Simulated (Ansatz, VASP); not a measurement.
Two plane-wave programs on Bi2Te3

The input INCAR:

```
SYSTEM = Bi2Te3
PREC = Accurate
ENCUT = 520
EDIFF = 1E-6
ISMEAR = 0
SIGMA = 0.03
LREAL = .FALSE.
LASPH = .TRUE.
NELM = 60
ALGO = Normal
ISIF = 2
LWAVE = .FALSE.
LCHARG = .TRUE.
GGA = PS
LELF = .TRUE.
LVHAR = .TRUE.
NBANDS = 32
```

The input KPOINTS:

```
regular mesh
0
G
  12 12 12
  0 0 0
```

The input POSCAR:

```
Bi2Te3
1.0
    2.0151858549      1.1634680958      9.7034550016
   -2.0151858549      1.1634680958      9.7034550016
    0.0000000000     -2.3269361916      9.7034550016
Bi Te
2 3
Direct
    0.3998250490      0.3998250490      0.3998250490
    0.6001749510      0.6001749510      0.6001749510
    0.0000000000      0.0000000000      0.0000000000
    0.2100063517      0.2100063517      0.2100063517
    0.7899936483      0.7899936483      0.7899936483
```

Input for Ansatz:

```yaml
crystal:
  lattice:
    - [2.0151858549, 1.1634680958, 9.7034550016]
    - [-2.0151858549, 1.1634680958, 9.7034550016]
    - [0.0, -2.3269361916, 9.7034550016]
  atoms:
    - { symbol: Bi, position: [0.399825049, 0.399825049, 0.399825049] }
    - { symbol: Bi, position: [0.600174951, 0.600174951, 0.600174951] }
    - { symbol: Te, position: [0.0, 0.0, 0.0] }
    - { symbol: Te, position: [0.2100063517, 0.2100063517, 0.2100063517] }
    - { symbol: Te, position: [0.7899936483, 0.7899936483, 0.7899936483] }
basis:
  ecutwfc: 420
kpoints:
  mp_grid: { grid: [12, 12, 12] }
hamiltonian:
  xc: pbesol
scf:
  occupations: { method: gaussian, width: 0.03 }
output:
  forces: true
  stress: true
  eigenvalues: true
```

Change from the starting cell: strain -0.080 along x and y, -0.040 along z, atoms carried along.

Alike in both runs: task single point; functional PBEsol; k mesh 12 × 12 × 12; occupations gaussian, width 0.03 eV; no spin polarisation.

|  | VASP | Ansatz |
| --- | --- | --- |
| version | VASP 6.6.1 | Ansatz 0.2.0 |
| potentials or method | VASP PAW PBE potentials, release 64 (Bi_d, Te), cutoff 520 eV | scalar-relativistic, plane waves, PAW |
| valence electrons in the cell | 48 | 78 |

|  | VASP | Ansatz | Ansatz less VASP |
| --- | --- | --- | --- |
| gap on the k mesh at the Fermi level (eV) | none | none | - |
| pressure (GPa) | 17.5 | 17.4 | -0.10 |
| traceless stress, the component that is largest in VASP (GPa) | -0.13 | -0.15 | -0.015 |
| rms of the force components (eV/Å) | 0.687 | 0.671 | -0.0162 |

VASP's potentials were made for PBE, not for PBEsol. Atom by atom the forces differ by 0.016 eV/Å (rms over components). A gap of «none» marks a metal or a gap that the smearing closes. With one functional, cell and mesh, what is left measures potentials, basis and numerics. VASP's potentials hold 48 valence electrons a cell and Ansatz's 78, so a difference there can come from the potentials and not from the codes.

Neither program's run includes spin-orbit coupling.
